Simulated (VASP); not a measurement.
# BaS (P4/nmm) in VASP: notebook

Runs on BaS. Level: PBEsol. Tasks: single point.

Everything below comes from runs of VASP 6.6.1. Logs are shortened: lines on timing, memory, paths and dates and some standing lists are left out, and cuts for length are marked.

## Step 1: The cell of the first run

The structure is tetragonal, space group P4/nmm (No. 129). The conventional cell has a = 5.368 Å, b = 5.368 Å, c = 3.847 Å, α = 90.00°, β = 90.00°, γ = 90.00°. Within 4.1 Å of Ba (site symmetry 4mm) lie 8 S at 3.12 to 3.51 Å and 6 Ba at 3.85 Å. Within 4.1 Å of S (site symmetry -4m2) lie 8 Ba at 3.12 to 3.51 Å and 6 S at 3.80 to 3.85 Å.

## Step 2: Single point, PBEsol (volume scaled by 1.020)

Contents of INCAR:

```
SYSTEM = BaS
  PREC = Accurate
  ENCUT = 520
  EDIFF = 1E-7
  ISMEAR = 0
  SIGMA = 0.05
  LREAL = .False.
  LASPH = .True.
  NELM = 100
  ALGO = Normal
  ISIF = 2
  LWAVE = .False.
  LCHARG = .False.
  GGA = PS
  NBANDS = 24
```

Contents of KPOINTS:

```
Automatic mesh
0
Gamma
  6 6 8
  0 0 0
```

Contents of POSCAR:

```
BaS
1.0
    5.3683939872      0.0000000000      0.0000000000
    0.0000000000      5.3683939872      0.0000000000
    0.0000000000      0.0000000000      3.8469965031
Ba S
2 2
Direct
    0.5000000000      0.0000000000      0.4128701560
    0.0000000000      0.5000000000      0.5871298440
    0.0000000000      0.0000000000      0.0000000000
    0.5000000000      0.5000000000      0.0000000000
```

Potentials or basis: VASP PAW PBE potentials, release 64 (Ba_sv, S).

The run is started by

```
$ cat potpaw_PBE.64/Ba_sv/POTCAR potpaw_PBE.64/S/POTCAR > POTCAR
$ mpirun -np 1 vasp_std > vasp.out
```

OUTCAR:

```text
SYSTEM = BaS
   PREC = Accurate
   ENCUT = 520
   EDIFF = 1E-7
   ISMEAR = 0
   LREAL = .False.
   LASPH = .True.
   NELM = 100
   ISIF = 2
   GGA = PS

 ion  position               nearest neighbor table
   1  0.500  0.000  0.413-   3 3.12   4 3.12   4 3.12   3 3.12   4 3.51   3 3.51   3 3.51   4 3.51
                             2 3.85   2 3.85   2 3.85   2 3.85
   2  0.000  0.500  0.587-   3 3.12   4 3.12   3 3.12   4 3.12   3 3.51   3 3.51   4 3.51   4 3.51
                             1 3.85   1 3.85   1 3.85   1 3.85
   3  0.000  0.000  0.000-   1 3.12   2 3.12   2 3.12   1 3.12   2 3.51   2 3.51   1 3.51   1 3.51

   4  0.500  0.500  0.000-   1 3.12   2 3.12   1 3.12   2 3.12   2 3.51   1 3.51   2 3.51   1 3.51

  LATTYP: Found a simple tetragonal cell.
 ALAT       =     5.3683939872
 C/A-ratio  =     0.7166010006

  Lattice vectors:

 A1 = (   5.3683939872,   0.0000000000,   0.0000000000)
 A2 = (   0.0000000000,   5.3683939872,   0.0000000000)
 A3 = (   0.0000000000,   0.0000000000,   3.8469965031)

Analysis of symmetry for initial positions (statically):
=====================================================================
 Subroutine PRICEL returns:
 Original cell was already a primitive cell.

 Routine SETGRP: Setting up the symmetry group for a
 simple tetragonal supercell.

 Subroutine GETGRP returns: Found 16 space group operations
 (whereof  8 operations were pure point group operations)
 out of a pool of 16 trial point group operations.

The static configuration has the point symmetry D_2d.
 The point group associated with its full space group is D_4h.

Analysis of symmetry for dynamics (positions and initial velocities):
=====================================================================
 Subroutine PRICEL returns:
 Original cell was already a primitive cell.

 Routine SETGRP: Setting up the symmetry group for a
 simple tetragonal supercell.

 Subroutine GETGRP returns: Found 16 space group operations
 (whereof  8 operations were pure point group operations)
 out of a pool of 16 trial point group operations.

The dynamic configuration has the point symmetry D_2d.
 The point group associated with its full space group is D_4h.

 Subroutine INISYM returns: Found 16 space group operations
 (whereof  8 operations are pure point group operations),
 and found     1 'primitive' translations

----------------------------------------------------------------------------------------

                                     Primitive cell

  volume of cell :     110.8691

  direct lattice vectors                    reciprocal lattice vectors
     5.368393987  0.000000000  0.000000000     0.186275449  0.000000000  0.000000000
     0.000000000  5.368393987  0.000000000     0.000000000  0.186275449  0.000000000
[... 96 lines left out ...]
   ISYM   =      2    0-nonsym 1-usesym 2-fastsym
   POTIM  = 0.5000    time-step for ionic-motion
   TEBEG  =    0.0;   TEEND  =   0.0 temperature during run
   PSTRESS=    0.0 pullay stress
   NELECT =      32.0000    total number of electrons
   NUPDOWN=      -1.0000    fix difference up-down
   EMIN   =  10.00;   EMAX   =-10.00  energy-range for DOS
   EFERMI =   0.00;   METHOD = LEGACY
   ISMEAR =     0;   SIGMA  =   0.05  broadening in eV -4-tet -1-fermi 0-gaus
   EFERMI_NEDOS =   21; number of points for ismear=-14 and -15
   IALGO  =     38    algorithm
   IMIX   =      4    mixing-type and parameters
     AMIX     =   0.40;   BMIX     =  1.00
     AMIX_MAG =   1.60;   BMIX_MAG =  1.00
  volume/ion in A,a.u.               =      27.72       187.05
  Fermi-wavevector in a.u.,A,eV,Ry     =   1.081902  2.044499 15.925785  1.170512
  Thomas-Fermi vector in A             =   2.217930
   LORBIT       =      0    0 simple, 1 ext, 2 COOP (PROOUT), +10 PAW based schemes
   GGA     = PS    functional components
   LHFCALC =     F    Hartree Fock is set to
   AEXX    =    0.0000 exact exchange contribution
   IVDW    =     0    specifies the selected vdW correction
   LEPSILON=     F    determine dielectric tensor
   LRPA    =     F    only Hartree local field effects (RPA)
 non-spin polarized calculation
 Gauss-broadening in eV      SIGMA  =   0.05
  energy-cutoff  :      520.00
  volume of cell :      110.87
 maximum number of plane-waves:      3012
 NGX is ok and might be reduce to    40
   NGX = 19   NGY = 19   NGZ = 15

 number of electron      31.9999995 magnetization

 Free energy of the ion-electron system (eV)
  ---------------------------------------------------
  ext. energy  EPLUGINS =         0.00000000
  ---------------------------------------------------
  free energy    TOTEN  =       -20.76881965 eV

  energy without entropy =      -20.76881965  energy(sigma->0) =      -20.76881965

 E-fermi :   3.1198     XC(G=0):  -9.6425

 val. band max:        2.8657273002   @ k =   0.0000   0.0000   0.0000
 cond. band min:       4.4606752889   @ k =   0.0000   0.0000   0.0000
 fundamental gap:      1.5949479887
 Fermi energy:         3.1197561004

 k-point     1 :       0.0000    0.0000    0.0000
  band No.  band energies     occupation
      1     -23.9373      2.00000
      2     -23.7585      2.00000
      3      -9.5918      2.00000
      4      -9.5918      2.00000
      5      -8.8076      2.00000
      6      -8.7620      2.00000
[... 637 lines left out ...]
     23       8.9790      0.00000
     24       8.9790      0.00000

 [... further k-points ...]

------------------------ aborting loop because EDIFF is reached ----------------------------------------

  FORCE on cell =-STRESS in cart. coord.  units (eV):
  Direction    XX          YY          ZZ          XY          YZ          ZX
  --------------------------------------------------------------------------------------
  -------------------------------------------------------------------------------------
  Total        0.3743284      0.3743284      0.2030934      0.0000000      0.0000000      0.0000000
  in kB        5.4094468      5.4094468      2.9349171      0.0000000      0.0000000      0.0000000
  external PRESSURE =       4.5846036 kB  Pullay stress =       0.0000000 kB

 VOLUME and BASIS-vectors are now :
 -----------------------------------------------------------------------------
  energy-cutoff  :      520.00
  volume of cell :      110.87
      direct lattice vectors                 reciprocal lattice vectors
     5.368393987  0.000000000  0.000000000     0.186275449  0.000000000  0.000000000
     0.000000000  5.368393987  0.000000000     0.000000000  0.186275449  0.000000000
     0.000000000  0.000000000  3.846996503     0.000000000  0.000000000  0.259943049

 POSITION                                       TOTAL-FORCE (eV/Angst)
 -----------------------------------------------------------------------------------
      2.68420      0.00000      1.58831         0.000000      0.000000      0.056675
      0.00000      2.68420      2.25869        -0.000000      0.000000     -0.056675
      0.00000      0.00000      0.00000        -0.000000      0.000000      0.000000
      2.68420      2.68420      0.00000         0.000000      0.000000      0.000000
 -----------------------------------------------------------------------------------
    total drift:                                0.000000      0.000000      0.000000

  FREE ENERGIE OF THE ION-ELECTRON SYSTEM (eV)
  ---------------------------------------------------
  free  energy   TOTEN  =       -20.7688196453 eV

  energy  without entropy=      -20.7688196453  energy(sigma->0) =      -20.76881965
```

It took 87 s on 1 thread of Intel Xeon Platinum 8259CL at 2.50GHz (Skylake/Cascade Lake), shared host; peak memory 0.28 GiB.

Results:

| Property | Result |
| --- | --- |
| Free energy | -20.7688 eV |
| Pressure | 0.5 GPa |
| Largest force | 0.057 eV/Å |
| Band gap on the k mesh | 1.59 eV, direct |

Forces on the atoms (eV/Å):
```
Ba   0.000  0.000  0.057
Ba   0.000  0.000 -0.057
S    0.000  0.000  0.000
S    0.000  0.000  0.000
```

Stress tensor (GPa, compression positive):
```
0.54 0.00 0.00
0.00 0.54 0.00
0.00 0.00 0.29
```

Caveat: the cell differs from its parent crystal (volume scaled by 1.020); the PAW data sets were made with another functional, which shifts forces and pressure a little; spin-orbit coupling is left out, which moves the levels of the heavy elements.

## Step 3: Single point, PBEsol

This run uses another cell than the first one, of 27.99 Å³/atom, 1.010 times its volume.

Contents of INCAR:

```
  ALGO = Normal
  EDIFF = 1E-6
  ENCUT = 520
  GGA = PS
  ISIF = 2
  ISMEAR = 0
  LASPH = True
  LCHARG = False
  LREAL = False
  LWAVE = False
  NBANDS = 24
  NELM = 80
  PREC = Accurate
  SIGMA = 0.05
```

Contents of KPOINTS:

```
k-points
0
Gamma
  6 6 8
```

Contents of POSCAR:

```
BaS
1.0
    5.3420685581      0.0000000000      0.0000000000
    0.0000000000      5.3420685581      0.0000000000
    0.0000000000      0.0000000000      3.9230938029
Ba S
2 2
Direct
    0.5000000000      0.0000000000      0.4263630039
    0.0000000000      0.5000000000      0.5736369961
    0.0000000000      0.0000000000      0.0000000000
    0.5000000000      0.5000000000      0.0000000000
```

Potentials or basis: VASP PAW PBE potentials, release 64 (Ba_sv, S).

The run is started by

```
$ cat potpaw_PBE.64/Ba_sv/POTCAR potpaw_PBE.64/S/POTCAR > POTCAR
$ mpirun -np 1 vasp_std > vasp.out
```

OUTCAR:

```text
EDIFF = 1E-6
   ENCUT = 520
   GGA = PS
   ISIF = 2
   ISMEAR = 0
   LASPH = True
   LREAL = False
   NELM = 80
   PREC = Accurate

 ion  position               nearest neighbor table
   1  0.500  0.000  0.426-   3 3.15   4 3.15   4 3.15   3 3.15   4 3.49   3 3.49   3 3.49   4 3.49
                             2 3.82   2 3.82   2 3.82   2 3.82
   2  0.000  0.500  0.574-   3 3.15   4 3.15   3 3.15   4 3.15   3 3.49   3 3.49   4 3.49   4 3.49
                             1 3.82   1 3.82   1 3.82   1 3.82
   3  0.000  0.000  0.000-   1 3.15   2 3.15   2 3.15   1 3.15   2 3.49   2 3.49   1 3.49   1 3.49

   4  0.500  0.500  0.000-   1 3.15   2 3.15   1 3.15   2 3.15   2 3.49   1 3.49   2 3.49   1 3.49

  LATTYP: Found a simple tetragonal cell.
 ALAT       =     5.3420685581
 C/A-ratio  =     0.7343772848

  Lattice vectors:

 A1 = (   5.3420685581,   0.0000000000,   0.0000000000)
 A2 = (   0.0000000000,   5.3420685581,   0.0000000000)
 A3 = (   0.0000000000,   0.0000000000,   3.9230938029)

Analysis of symmetry for initial positions (statically):
[... 179 lines left out ...]

 E-fermi :   3.1776     XC(G=0):  -9.6035

 val. band max:        2.8784785760   @ k =   0.0000   0.0000   0.0000
 cond. band min:       4.4013416458   @ k =   0.0000   0.0000   0.0000
 fundamental gap:      1.5228630698
 Fermi energy:         3.1775780668

 k-point     1 :       0.0000    0.0000    0.0000
  band No.  band energies     occupation
      1     -24.0480      2.00000
      2     -23.8567      2.00000
      3      -9.7094      2.00000
      4      -9.7094      2.00000
      5      -8.8794      2.00000
      6      -8.8695      2.00000
[... 637 lines left out ...]
     23       8.8041      0.00000
     24       8.8041      0.00000

 [... further k-points ...]

------------------------ aborting loop because EDIFF is reached ----------------------------------------

  FORCE on cell =-STRESS in cart. coord.  units (eV):
  Direction    XX          YY          ZZ          XY          YZ          ZX
  --------------------------------------------------------------------------------------
  -------------------------------------------------------------------------------------
  Total        0.4706936      0.4706936     -1.5617122      0.0000000     -0.0000000      0.0000000
  in kB        6.7359876      6.7359876    -22.3493020      0.0000000     -0.0000000      0.0000000
  external PRESSURE =      -2.9591090 kB  Pullay stress =       0.0000000 kB

 VOLUME and BASIS-vectors are now :
 -----------------------------------------------------------------------------
  energy-cutoff  :      520.00
  volume of cell :      111.96
      direct lattice vectors                 reciprocal lattice vectors
     5.342068558  0.000000000  0.000000000     0.187193404  0.000000000  0.000000000
     0.000000000  5.342068558  0.000000000     0.000000000  0.187193404  0.000000000
     0.000000000  0.000000000  3.923093803     0.000000000  0.000000000  0.254900864

 POSITION                                       TOTAL-FORCE (eV/Angst)
 -----------------------------------------------------------------------------------
      2.67103      0.00000      1.67266         0.000000      0.000000     -0.053724
      0.00000      2.67103      2.25043        -0.000000      0.000000      0.053724
      0.00000      0.00000      0.00000        -0.000000      0.000000      0.000000
      2.67103      2.67103      0.00000        -0.000000     -0.000000      0.000000
 -----------------------------------------------------------------------------------
    total drift:                                0.000000      0.000000     -0.000000

  FREE ENERGIE OF THE ION-ELECTRON SYSTEM (eV)
  ---------------------------------------------------
  free  energy   TOTEN  =       -20.7516349623 eV

  energy  without entropy=      -20.7516349623  energy(sigma->0) =      -20.75163496
```

stdout:

```text
POSCAR found type information on POSCAR BaS
 POSCAR found :  2 types and       4 ions
 scaLAPACK will be used
 -----------------------------------------------------------------------------
|                                                                             |
|                                                                             |
|     You enforced a specific xc type in the INCAR file but a different       |
|     I HOPE YOU KNOW WHAT YOU ARE DOING!                                     |
|                                                                             |
 -----------------------------------------------------------------------------

 LDA part: xc-table for (Slater+PW92), standard interpolation
 POSCAR, INCAR and KPOINTS ok, starting setup
 FFT: planning ... GRIDC
 FFT: planning ... GRID_SOFT
 FFT: planning ... GRID
 WAVECAR not read
 entering main loop
```

It took 81 s on 1 thread of Intel Xeon Platinum 8259CL at 2.50GHz (Skylake/Cascade Lake), shared host; peak memory 0.28 GiB.

Results:

* Free energy: -20.7516 eV
* Pressure: -0.3 GPa
* Largest force: 0.054 eV/Å
* Band gap on the k mesh: 1.52 eV, direct

Forces on the atoms (eV/Å):
```
Ba   0.000  0.000 -0.054
Ba   0.000  0.000  0.054
S    0.000  0.000  0.000
S    0.000  0.000  0.000
```

Stress tensor (GPa, compression positive):
```
 0.67  0.00  0.00
 0.00  0.67  0.00
 0.00  0.00 -2.23
```

Caveat: the PAW data sets were made with another functional, which shifts forces and pressure a little; spin-orbit coupling is left out, which moves the levels of the heavy elements. A k mesh can miss the band edges.

## Step 4: Single point, PBEsol (volume scaled by 1.040)

Contents of INCAR:

```
SYSTEM = BaS
  PREC = Accurate
  ENCUT = 520
  EDIFF = 1E-6
  ISMEAR = 0
  SIGMA = 0.05
  LREAL = .False.
  LASPH = .True.
  NELM = 100
  ALGO = Normal
  ISIF = 2
  LWAVE = .False.
  LCHARG = .False.
  GGA = PS
  NBANDS = 24
```

Contents of KPOINTS:

```
regular mesh
0
Gamma
  6 6 8
  0 0 0
```

Contents of POSCAR:

```
BaS
1.0
    5.4015851061      0.0000000000      0.0000000000
    0.0000000000      5.4015851061      0.0000000000
    0.0000000000      0.0000000000      3.8743716249
Ba S
2 2
Direct
    0.5000000000      0.0000000000      0.4038461212
    0.0000000000      0.5000000000      0.5961538788
    0.0000000000      0.0000000000      0.0000000000
    0.5000000000      0.5000000000      0.0000000000
```

The run is started by

```
$ cat potpaw_PBE.64/Ba_sv/POTCAR potpaw_PBE.64/S/POTCAR > POTCAR
$ mpirun -np 1 vasp_std > vasp.out
```

It took 77 s on 1 thread of Intel Xeon Platinum 8259CL at 2.50GHz (Skylake/Cascade Lake), shared host; peak memory 0.28 GiB.

The run converged. Its results:

```
Free energy            : -20.7664 eV
Pressure               : -0.3 GPa
Largest force          : 0.055 eV/Å
Band gap on the k mesh : 1.68 eV, indirect (the least direct gap lies 3.5 meV higher)
```

Forces in eV/Å, atoms in the order of the input:
```
Ba   0.000  0.000  0.055
Ba   0.000  0.000 -0.055
S    0.000  0.000  0.000
S    0.000  0.000  0.000
```

Levels at points of the mesh, in eV from the valence-band top:
| k point | band 14 | band 15 | band 16 | band 17 | band 18 | band 19 |
| --- | --- | --- | --- | --- | --- | --- |
| (0.00, 0.00, 0.00) | -0.05 | 0.00 | 0.00 | 1.68 | 1.97 | 2.69 |
| (0.50, 0.00, 0.00) | -0.89 | -0.38 | -0.38 | 2.94 | 2.94 | 4.09 |
| (0.50, 0.50, 0.00) | -0.70 | -0.48 | -0.48 | 2.77 | 2.77 | 5.14 |
| (0.00, 0.00, 0.50) | -2.52 | -0.65 | -0.65 | 2.90 | 5.59 | 6.16 |
| (0.50, 0.00, 0.50) | -1.83 | -0.80 | -0.80 | 4.05 | 4.05 | 4.40 |
| (0.50, 0.50, 0.50) | -1.25 | -0.08 | -0.08 | 2.48 | 2.48 | 3.66 |

Caveat: the cell differs from its parent crystal (volume scaled by 1.040); the PAW data sets were made with another functional, which shifts forces and pressure a little; spin-orbit coupling is left out, which moves the levels of the heavy elements.

## Step 5: Summary

| cell | gap on the mesh (eV) | pressure (GPa) | largest force (eV/Å) |
| --- | --- | --- | --- |
| a = 5.368, b = 5.368, c = 3.847 Å, 4 atoms | 1.59 | 0.5 | 0.06 |
| a = 5.342, b = 5.342, c = 3.923 Å, 4 atoms | 1.52 | -0.3 | 0.05 |
| a = 5.402, b = 5.402, c = 3.874 Å, 4 atoms | 1.68 | -0.3 | 0.05 |

Alike in all rows: task single point; level PBEsol; potentials or basis VASP PAW PBE potentials, release 64 (Ba_sv, S); no spin polarisation; k mesh 6 × 6 × 8; cutoff (eV) 520; smearing gaussian 0.05 eV.

Caveats: the PAW data sets were made with another functional, which shifts forces and pressure a little; spin-orbit coupling is left out, which moves the levels of the heavy elements.

Total energies depend on the potentials used, so only differences within one code and one set of settings carry meaning.
